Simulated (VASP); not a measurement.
The system is TePt3.

```xyz
4
Lattice="4.0858 0.0000 0.0000 0.0000 4.0858 0.0000 0.0000 0.0000 4.1077" Properties=species:S:1:pos:R:3 pbc="T T T"
Te    0.0000    0.0000    0.0000
Pt    0.0000    2.0429    2.0538
Pt    2.0429    0.0000    2.0538
Pt    2.0429    2.0429    0.0000
```

* Program: VASP 6.6.1
* Task: relaxation of cell and atoms
* Functional: PBE
* Potentials or basis: VASP PAW PBE potentials, release 64 (Te, Pt)
* Cutoff: 600 eV
* k mesh: 4 × 4 × 4
* Occupations: gaussian, width 0.1 eV
* Spin: no spin polarisation

At the start: pressure 5.0 GPa; volume 17.14 Å³/atom.

Where does the relaxation end?

Over 3 steps the energy falls by 7.3 meV/atom and the volume is 17.63 Å³/atom (+2.8 %); space group Pm-3m (No. 221, to 0.05 Å).

The path:
```tsv
step	energy change (eV)	largest force (eV/Å)	pressure (GPa)	volume (Å³)
1	0.0000	0.0000	5.05	68.57
2	0.0584	0.0000	-7.48	74.07
3	-0.0293	0.0000	-0.06	70.52
```

Final structure:
```xyz
4
Lattice="4.1239 0.0000 0.0000 0.0000 4.1239 0.0000 0.0000 0.0000 4.1467" Properties=species:S:1:pos:R:3 pbc="T T T"
Te    0.0000    0.0000    0.0000
Pt    0.0000    2.0620    2.0734
Pt    2.0620    0.0000    2.0734
Pt    2.0620    2.0620    0.0000
```

Caveat: the k points lie up to 0.38 Å⁻¹ apart in the final cell.
